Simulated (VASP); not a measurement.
# Al (P6_3/mmc) in VASP: a series of runs, part 2 of 2

VASP 6.6.1. Earlier steps stand in the parts before.

## 4. Single point, r2SCAN (strain -0.0500 x Voigt [1, 1, 0, 0, 0, 0])

The input, POSCAR:

```
Al
1.0
    2.6718325839      0.0000000000      0.0000000000
   -1.3359162919      2.3138748923      0.0000000000
    0.0000000000      0.0000000000      4.8668500000
Al
2
Direct
    0.6666666667      0.3333333333      0.7500000000
    0.3333333333      0.6666666667      0.2500000000
```

The input, INCAR.step1:

```
PREC = Accurate
ENCUT = 520
ISMEAR = 0
SIGMA = 0.15
LREAL = False
LASPH = True
NELM = 80
NBANDS = 10
GGA = PE
ALGO = Normal
EDIFF = 1E-4
LWAVE = True
LCHARG = False
```

The input, INCAR.step2:

```
PREC = Accurate
ENCUT = 520
EDIFF = 1E-6
ISMEAR = 0
SIGMA = 0.15
LREAL = False
LASPH = True
NELM = 80
ALGO = Normal
ISIF = 2
LWAVE = False
LCHARG = False
METAGGA = R2SCAN
LMIXTAU = True
NBANDS = 10
ISTART = 1
```

The input, KPOINTS:

```
Automatic mesh
0
Gamma
  21 21 10
```

Potentials or basis: VASP PAW PBE potentials, release 64 (Al).

Launch:

```
cat potpaw_PBE.64/Al/POTCAR > POTCAR
cp INCAR.step1 INCAR
mpirun -np 1 vasp_std > vasp.out
cp INCAR.step2 INCAR
mpirun -np 1 vasp_std > vasp.out
```

OUTCAR:

```text
PREC = Accurate
   ENCUT = 520
   EDIFF = 1E-6
   ISMEAR = 0
   LREAL = False
   LASPH = True
   NELM = 80
   ISIF = 2
   METAGGA = R2SCAN
   ISTART = 1

 ion  position               nearest neighbor table
   1  0.667  0.333  0.750-   2 2.88   2 2.88   2 2.88   2 2.88   2 2.88   2 2.88
   2  0.333  0.667  0.250-   1 2.88   1 2.88   1 2.88   1 2.88   1 2.88   1 2.88

  LATTYP: Found a hexagonal cell.
 ALAT       =     2.6718325839
 C/A-ratio  =     1.8215400281

  Lattice vectors:

 A1 = (   2.6718325839,   0.0000000000,   0.0000000000)
 A2 = (  -1.3359162919,   2.3138748923,   0.0000000000)
 A3 = (   0.0000000000,   0.0000000000,   4.8668500000)

Analysis of symmetry for initial positions (statically):
=====================================================================
 Subroutine PRICEL returns:
 Original cell was already a primitive cell.

 Routine SETGRP: Setting up the symmetry group for a
 hexagonal supercell.

 Subroutine GETGRP returns: Found 24 space group operations
 (whereof 12 operations were pure point group operations)
 out of a pool of 24 trial point group operations.

The static configuration has the point symmetry D_3d.
 The point group associated with its full space group is D_6h.
[... 166 lines left out ...]
 cond. band min:       9.0096220152   @ k =   0.3333   0.3333   0.5000
 fundamental gap:      0.0277998648
 Fermi energy:         9.0035558693

 k-point     1 :       0.0000    0.0000    0.0000
  band No.  band energies     occupation
      1      -3.5141      2.00000
      2       2.9290      2.00000
      3       3.0129      2.00000
      4      20.1523      0.00000
      5      21.6875      0.00000
      6      22.7053      0.00000
      7      22.7053      0.00000
      8      23.1138      0.00000
      9      23.1138      0.00000
     10      26.6492      0.00000
[... 287 lines left out ...]
 k-point    24 :       0.1905    0.0952    0.0000
  band No.  band energies     occupation
      1      -1.6671      2.00000
      2       4.6746      2.00000
      3       4.7608      2.00000
      4      12.9927      0.00000
      5      15.4290      0.00000
      6      18.8868      0.00000
      7      19.1682      0.00000
      8      20.8456      0.00000
      9      21.9597      0.00000
     10      22.6646      0.00000

 [... further k-points ...]
[... 5 lines left out ...]
  --------------------------------------------------------------------------------------
  -------------------------------------------------------------------------------------
  Total        2.2649016      2.2649016     -0.1499834      0.0000000     -0.0000000      0.0000000
  in kB      120.6043152    120.6043152     -7.9865020      0.0000000     -0.0000000      0.0000000
  external PRESSURE =      77.7407095 kB  Pullay stress =       0.0000000 kB

 VOLUME and BASIS-vectors are now :
 -----------------------------------------------------------------------------
  energy-cutoff  :      520.00
  volume of cell :       30.09
      direct lattice vectors                 reciprocal lattice vectors
     2.671832584  0.000000000  0.000000000     0.374274947  0.216087742  0.000000000
    -1.335916292  2.313874892  0.000000000     0.000000000  0.432175483  0.000000000
     0.000000000  0.000000000  4.866850000     0.000000000  0.000000000  0.205471712

 POSITION                                       TOTAL-FORCE (eV/Angst)
 -----------------------------------------------------------------------------------
      1.33592      0.77129      3.65014         0.000000      0.000000      0.000000
     -0.00000      1.54258      1.21671        -0.000000      0.000000      0.000000
 -----------------------------------------------------------------------------------
    total drift:                                0.000000     -0.000000      0.000000

  FREE ENERGIE OF THE ION-ELECTRON SYSTEM (eV)
  ---------------------------------------------------
  free  energy   TOTEN  =       -13.2929141490 eV

  energy  without entropy=      -13.2832604100  energy(sigma->0) =      -13.28808728
```

OUTCAR.step1:

```text
PREC = Accurate
   ENCUT = 520
   ISMEAR = 0
   LREAL = False
   LASPH = True
[... 537 lines left out ...]
      1.33592      0.77129      3.65014        -0.000000     -0.000000      0.000000
     -0.00000      1.54258      1.21671         0.000000      0.000000      0.000000
 -----------------------------------------------------------------------------------
    total drift:                                0.000000     -0.000000      0.000000

  FREE ENERGIE OF THE ION-ELECTRON SYSTEM (eV)
  ---------------------------------------------------
  free  energy   TOTEN  =        -7.2779418689 eV

  energy  without entropy=       -7.2681538336  energy(sigma->0) =       -7.27304785
```

OSZICAR.step1:

```text
N       E                     dE             d eps       ncg     rms          rms(c)
DAV:   1     0.490283813293E+00    0.49028E+00   -0.23852E+03  5760   0.479E+02
DAV:   2    -0.716756802069E+01   -0.76579E+01   -0.73627E+01  7590   0.567E+01
DAV:   3    -0.733154907901E+01   -0.16398E+00   -0.16252E+00  7654   0.669E+00
DAV:   4    -0.733219706515E+01   -0.64799E-03   -0.64790E-03  6852   0.462E-01
DAV:   5    -0.733220247992E+01   -0.54148E-05   -0.54140E-05  7020   0.434E-02    0.212E+00
DAV:   6    -0.730022471809E+01    0.31978E-01   -0.30299E-03  6490   0.279E-01    0.123E+00
DAV:   7    -0.727807173396E+01    0.22153E-01   -0.82438E-03  6110   0.440E-01    0.185E-01
DAV:   8    -0.727795180206E+01    0.11993E-03   -0.20686E-04  7188   0.754E-02    0.523E-02
DAV:   9    -0.727794186885E+01    0.99332E-05   -0.12002E-05  3318   0.158E-02
   1 F= -.72779419E+01 E0= -.72730479E+01  d E =-.978804E-02
```

Run time: 2.9 min. Hardware: 1 thread of Intel Xeon Platinum 8259CL at 2.50GHz (Skylake/Cascade Lake), shared host; peak memory 0.19 GiB.

What came out:

| Item | Value |
| --- | --- |
| Free energy | -13.2929 eV |
| Pressure | 7.8 GPa |
| Band gap on the k mesh | zero (band 3 reaches 12.48 eV, above the bottom of band 4 at 5.91 eV) |

Caveat: the cell differs from its parent crystal (strain -0.0500 x Voigt [1, 1, 0, 0, 0, 0]); the PAW data sets were made with another functional, which shifts forces and pressure a little.

## 5. Single point, r2SCAN (strain -0.0250 x Voigt [1, 1, 0, 0, 0, 0])

The input, POSCAR:

```
Al
1.0
    2.7421439677      0.0000000000      0.0000000000
   -1.3710719838      2.3747663369      0.0000000000
    0.0000000000      0.0000000000      4.8668500000
Al
2
Direct
    0.6666666667      0.3333333333      0.7500000000
    0.3333333333      0.6666666667      0.2500000000
```

The input, INCAR.step1:

```
SYSTEM = Al
PREC = Accurate
ENCUT = 520
ISMEAR = 0
SIGMA = 0.15
LREAL = .False.
LASPH = .True.
NELM = 80
NBANDS = 10
GGA = PE
ALGO = Normal
EDIFF = 1E-4
LWAVE = .True.
LCHARG = .False.
```

The input, INCAR.step2:

```
SYSTEM = Al
PREC = Accurate
ENCUT = 520
EDIFF = 1E-6
ISMEAR = 0
SIGMA = 0.15
LREAL = .False.
LASPH = .True.
NELM = 80
ALGO = Normal
ISIF = 2
LWAVE = .False.
LCHARG = .False.
METAGGA = R2SCAN
LMIXTAU = .True.
NBANDS = 10
ISTART = 1
```

The input, KPOINTS:

```
Automatic mesh
0
Gamma
  21 21 10
  0 0 0
```

Launch:

```
cat potpaw_PBE.64/Al/POTCAR > POTCAR
cp INCAR.step1 INCAR
mpirun -np 1 vasp_std > vasp.out
cp INCAR.step2 INCAR
mpirun -np 1 vasp_std > vasp.out
```

Run time: 2.9 min. Hardware: 1 thread of Intel Xeon Platinum 8259CL at 2.50GHz (Skylake/Cascade Lake), shared host; peak memory 0.19 GiB.

It converged, with:

```yaml
Free_energy: -13.3698 eV
Pressure: 1.4 GPa
Band_gap_on_the_k_mesh: zero (band 3 reaches 12.06 eV, above the bottom of band 4 at 5.31 eV)
```

Stress tensor (GPa, compression positive):
```
 3.66  0.00  0.00
 0.00  3.66  0.00
 0.00  0.00 -3.01
```

Levels at points of the mesh, in eV from the Fermi level:
| k point | band 1 | band 2 | band 3 | band 4 | band 5 | band 6 |
| --- | --- | --- | --- | --- | --- | --- |
| (0.00, 0.00, 0.00) | -12.13 | -5.64 | -5.61 | 11.51 | 13.02 | 13.02 |
| (0.00, 0.00, 0.50) | -10.47 | -10.47 | 2.16 | 2.16 | 13.84 | 13.84 |

Caveat: the cell differs from its parent crystal (strain -0.0250 x Voigt [1, 1, 0, 0, 0, 0]); the PAW data sets were made with another functional, which shifts forces and pressure a little.

## 6. Single point, r2SCAN (strain +0.0250 x Voigt [1, 1, 0, 0, 0, 0])

The input, POSCAR:

```
Al
1.0
    2.8827667353      0.0000000000      0.0000000000
   -1.4413833676      2.4965492260      0.0000000000
    0.0000000000      0.0000000000      4.8668500000
Al
2
Direct
    0.6666666667      0.3333333333      0.7500000000
    0.3333333333      0.6666666667      0.2500000000
```

The input, INCAR.step1:

```
ALGO     = Normal         # electronic algorithm
EDIFF    = 1E-4           # SCF threshold, eV
ENCUT    = 520            # plane-wave cutoff, eV
GGA      = PE             # functional
ISMEAR   = 0              # smearing method
LASPH    = T              # aspherical terms in the spheres
LCHARG   = F              # write CHGCAR
LREAL    = F              # projectors in reciprocal space
LWAVE    = T              # write WAVECAR
NBANDS   = 10             # bands
NELM     = 60             # most SCF steps
PREC     = Accurate       # precision mode
SIGMA    = 0.15           # smearing width, eV
```

The input, INCAR.step2:

```
ALGO     = Normal         # electronic algorithm
EDIFF    = 1E-6           # SCF threshold, eV
ENCUT    = 520            # plane-wave cutoff, eV
ISIF     = 2              # what is computed and relaxed
ISMEAR   = 0              # smearing method
ISTART   = 1            
LASPH    = T              # aspherical terms in the spheres
LCHARG   = T              # write CHGCAR
LELF     = T              # ELF
LMIXTAU  = T            
LREAL    = F              # projectors in reciprocal space
LVHAR    = T            
LWAVE    = F              # write WAVECAR
METAGGA  = R2SCAN         # meta-GGA
NBANDS   = 10             # bands
NELM     = 60             # most SCF steps
PREC     = Accurate       # precision mode
SIGMA    = 0.15           # smearing width, eV
```

The input, KPOINTS:

```
k-points
0
Gamma
  21 21 10
```

Potentials or basis: VASP PAW PBE potentials, release 64 (Al).

Launch:

```
cat potpaw_PBE.64/Al/POTCAR > POTCAR
cp INCAR.step1 INCAR
mpirun -np 1 vasp_std > vasp.out
cp INCAR.step2 INCAR
mpirun -np 1 vasp_std > vasp.out
```

Run time: 2.8 min. Hardware: 1 thread of Intel Xeon Platinum 8259CL at 2.50GHz (Skylake/Cascade Lake), shared host; peak memory 0.21 GiB.

Results (log left out):

```
Free energy            : -13.3280 eV
Pressure               : -6.7 GPa
Band gap on the k mesh : zero (band 3 reaches 11.42 eV, above the bottom of band 4 at 4.24 eV)
```

Stress tensor (GPa, compression positive):
```
-6.43  0.00  0.00
 0.00 -6.43  0.00
 0.00  0.00 -7.14
```

Levels at points of the mesh, in eV from the Fermi level:
```csv
k point,band 1,band 2,band 3,band 4,band 5,band 6,band 7,band 8
"(0.00, 0.00, 0.00)",-11.42,-4.92,-4.86,11.40,11.40,11.75,11.75,12.02
"(0.00, 0.00, 0.50)",-9.76,-9.76,2.93,2.93,12.60,12.60,12.60,12.60
```

Caveat: the cell differs from its parent crystal (strain +0.0250 x Voigt [1, 1, 0, 0, 0, 0]); the PAW data sets were made with another functional, which shifts forces and pressure a little.

## 7. Single point, r2SCAN (strain +0.0500 x Voigt [1, 1, 0, 0, 0, 0])

The input, POSCAR:

```
Al
1.0
    2.9530781191      0.0000000000      0.0000000000
   -1.4765390595      2.5574406705      0.0000000000
    0.0000000000      0.0000000000      4.8668500000
Al
2
Direct
    0.6666666667      0.3333333333      0.7500000000
    0.3333333333      0.6666666667      0.2500000000
```

The input, INCAR.step1:

```
PREC = Accurate
ENCUT = 520
ISMEAR = 0
SIGMA = 0.15
LREAL = F
LASPH = T
NELM = 60
NBANDS = 10
GGA = PE
ALGO = Normal
EDIFF = 1E-4
LWAVE = T
LCHARG = F
```

The input, INCAR.step2:

```
PREC = Accurate
ENCUT = 520
EDIFF = 1E-6
ISMEAR = 0
SIGMA = 0.15
LREAL = F
LASPH = T
NELM = 60
ALGO = Normal
ISIF = 2
LWAVE = F
LCHARG = F
METAGGA = R2SCAN
LMIXTAU = T
NBANDS = 10
ISTART = 1
```

The input, KPOINTS:

```
regular mesh
0
Gamma
  21 21 10
```

Potentials or basis: VASP PAW PBE potentials, release 64 (Al).

Launch:

```
cat potpaw_PBE.64/Al/POTCAR > POTCAR
cp INCAR.step1 INCAR
mpirun -np 1 vasp_std > vasp.out
cp INCAR.step2 INCAR
mpirun -np 1 vasp_std > vasp.out
```

OUTCAR:

```text
PREC = Accurate
   ENCUT = 520
   EDIFF = 1E-6
   ISMEAR = 0
   LREAL = F
   LASPH = T
   NELM = 60
   ISIF = 2
   METAGGA = R2SCAN
   ISTART = 1

 ion  position               nearest neighbor table
   1  0.667  0.333  0.750-   2 2.97   2 2.97   2 2.97   2 2.97   2 2.97   2 2.97
   2  0.333  0.667  0.250-   1 2.97   1 2.97   1 2.97   1 2.97   1 2.97   1 2.97

  LATTYP: Found a hexagonal cell.
 ALAT       =     2.9530781191
 C/A-ratio  =     1.6480600254

  Lattice vectors:

 A1 = (   2.9530781191,   0.0000000000,   0.0000000000)
 A2 = (  -1.4765390595,   2.5574406705,   0.0000000000)
 A3 = (   0.0000000000,   0.0000000000,   4.8668500000)

Analysis of symmetry for initial positions (statically):
=====================================================================
 Subroutine PRICEL returns:
 Original cell was already a primitive cell.

 Routine SETGRP: Setting up the symmetry group for a
 hexagonal supercell.

 Subroutine GETGRP returns: Found 24 space group operations
 (whereof 12 operations were pure point group operations)
 out of a pool of 24 trial point group operations.

The static configuration has the point symmetry D_3d.
 The point group associated with its full space group is D_6h.

Analysis of symmetry for dynamics (positions and initial velocities):
=====================================================================
 Subroutine PRICEL returns:
 Original cell was already a primitive cell.

 Routine SETGRP: Setting up the symmetry group for a
 hexagonal supercell.

 Subroutine GETGRP returns: Found 24 space group operations
 (whereof 12 operations were pure point group operations)
 out of a pool of 24 trial point group operations.

The dynamic configuration has the point symmetry D_3d.
 The point group associated with its full space group is D_6h.

 Subroutine INISYM returns: Found 24 space group operations
 (whereof 12 operations are pure point group operations),
 and found     1 'primitive' translations
[... 119 lines left out ...]
   LORBIT       =      0    0 simple, 1 ext, 2 COOP (PROOUT), +10 PAW based schemes
   METAGGA = R2SCAN    functional components
   LHFCALC =     F    Hartree Fock is set to
   AEXX    =    0.0000 exact exchange contribution
   IVDW    =     0    specifies the selected vdW correction
   LEPSILON=     F    determine dielectric tensor
   LRPA    =     F    only Hartree local field effects (RPA)
 non-spin polarized calculation
 Gauss-broadening in eV      SIGMA  =   0.15
  energy-cutoff  :      520.00
  volume of cell :       36.76
 maximum number of plane-waves:      1020
 NGX is ok and might be reduce to    24
   NGX = 11   NGY = 11   NGZ = 19

 number of electron       6.0000000 magnetization

 Free energy of the ion-electron system (eV)
  ---------------------------------------------------
  ext. energy  EPLUGINS =         0.00000000
  ---------------------------------------------------
  free energy    TOTEN  =       -13.24274586 eV

  energy without entropy =      -13.23174767  energy(sigma->0) =      -13.23724677

 E-fermi :   6.9470     XC(G=0): -10.5229

 val. band max:        6.9444399328   @ k =   0.4286   0.0476   0.0000
 cond. band min:       6.9523730213   @ k =   0.0952   0.0000   0.3000
 fundamental gap:      0.0079330886
 Fermi energy:         6.9469664051

 k-point     1 :       0.0000    0.0000    0.0000
  band No.  band energies     occupation
      1      -4.1686      2.00000
      2       2.3267      2.00000
      3       2.4256      2.00000
      4      17.5134      0.00000
      5      17.5134      0.00000
      6      18.0918      0.00000
      7      18.0918      0.00000
      8      19.0769      0.00000
      9      20.6636      0.00000
     10      20.9614      0.00000
[... 287 lines left out ...]
 k-point    24 :       0.1905    0.0952    0.0000
  band No.  band energies     occupation
      1      -2.6420      2.00000
      2       3.7682      2.00000
      3       3.8959      2.00000
      4       9.5707      0.00000
      5      11.6330      0.00000
      6      15.5491      0.00000
      7      15.5980      0.00000
      8      17.5617      0.00000
      9      18.1049      0.00000
     10      18.1256      0.00000

 [... further k-points ...]

------------------------ aborting loop because EDIFF is reached ----------------------------------------

  FORCE on cell =-STRESS in cart. coord.  units (eV):
  Direction    XX          YY          ZZ          XY          YZ          ZX
  --------------------------------------------------------------------------------------
  -------------------------------------------------------------------------------------
  Total       -2.0864413     -2.0864413     -2.0841137     -0.0000000      0.0000000      0.0000000
  in kB      -90.9469810    -90.9469810    -90.8455238     -0.0000000      0.0000000      0.0000000
  external PRESSURE =     -90.9131619 kB  Pullay stress =       0.0000000 kB

 VOLUME and BASIS-vectors are now :
 -----------------------------------------------------------------------------
  energy-cutoff  :      520.00
  volume of cell :       36.76
      direct lattice vectors                 reciprocal lattice vectors
     2.953078119  0.000000000  0.000000000     0.338629714  0.195507957  0.000000000
    -1.476539060  2.557440671  0.000000000     0.000000000  0.391015914  0.000000000
     0.000000000  0.000000000  4.866850000     0.000000000  0.000000000  0.205471712

 POSITION                                       TOTAL-FORCE (eV/Angst)
 -----------------------------------------------------------------------------------
      1.47654      0.85248      3.65014         0.000000     -0.000000      0.000000
     -0.00000      1.70496      1.21671        -0.000000      0.000000      0.000000
 -----------------------------------------------------------------------------------
    total drift:                                0.000000     -0.000000      0.000000

  FREE ENERGIE OF THE ION-ELECTRON SYSTEM (eV)
  ---------------------------------------------------
  free  energy   TOTEN  =       -13.2427458619 eV

  energy  without entropy=      -13.2317476734  energy(sigma->0) =      -13.23724677
```

OUTCAR.step1:

```text
PREC = Accurate
   ENCUT = 520
   ISMEAR = 0
   LREAL = F
   LASPH = T
[... 536 lines left out ...]
 -----------------------------------------------------------------------------------
      1.47654      0.85248      3.65014         0.000000      0.000000      0.000000
     -0.00000      1.70496      1.21671        -0.000000     -0.000000      0.000000
 -----------------------------------------------------------------------------------
    total drift:                                0.000000     -0.000000      0.000000

  FREE ENERGIE OF THE ION-ELECTRON SYSTEM (eV)
  ---------------------------------------------------
  free  energy   TOTEN  =        -7.3598683295 eV

  energy  without entropy=       -7.3490805506  energy(sigma->0) =       -7.35447444
```

Run time: 3.2 min. Hardware: 1 thread of Intel Xeon Platinum 8259CL at 2.50GHz (Skylake/Cascade Lake), shared host; peak memory 0.21 GiB.

Results:

| Quantity | Value |
| --- | --- |
| Free energy | -13.2427 eV |
| Pressure | -9.1 GPa |
| Band gap on the k mesh | zero (band 3 reaches 11.15 eV, above the bottom of band 4 at 3.76 eV) |

Caveat: the cell differs from its parent crystal (strain +0.0500 x Voigt [1, 1, 0, 0, 0, 0]); the PAW data sets were made with another functional, which shifts forces and pressure a little.

## 8. Overview

```csv
cell,gap on the mesh (eV),pressure (GPa)
"a = 2.531, b = 2.531, c = 4.867 Å, angles 90.0, 90.0, 120.0°, 2 atoms",none,26.8
"a = 2.602, b = 2.602, c = 4.867 Å, angles 90.0, 90.0, 120.0°, 2 atoms",none,16.1
"a = 2.672, b = 2.672, c = 4.867 Å, angles 90.0, 90.0, 120.0°, 2 atoms",none,7.8
"a = 2.742, b = 2.742, c = 4.867 Å, angles 90.0, 90.0, 120.0°, 2 atoms",none,1.4
"a = 2.883, b = 2.883, c = 4.867 Å, angles 90.0, 90.0, 120.0°, 2 atoms",none,-6.7
"a = 2.953, b = 2.953, c = 4.867 Å, angles 90.0, 90.0, 120.0°, 2 atoms",none,-9.1
```

Alike in all rows: task single point; level r2SCAN; potentials or basis VASP PAW PBE potentials, release 64 (Al); no spin polarisation; k mesh 21 × 21 × 10; cutoff (eV) 520; smearing gaussian 0.15 eV.

Caveats: the PAW data sets were made with another functional, which shifts forces and pressure a little.

Absolute energies hang on the potentials; compare differences alone.
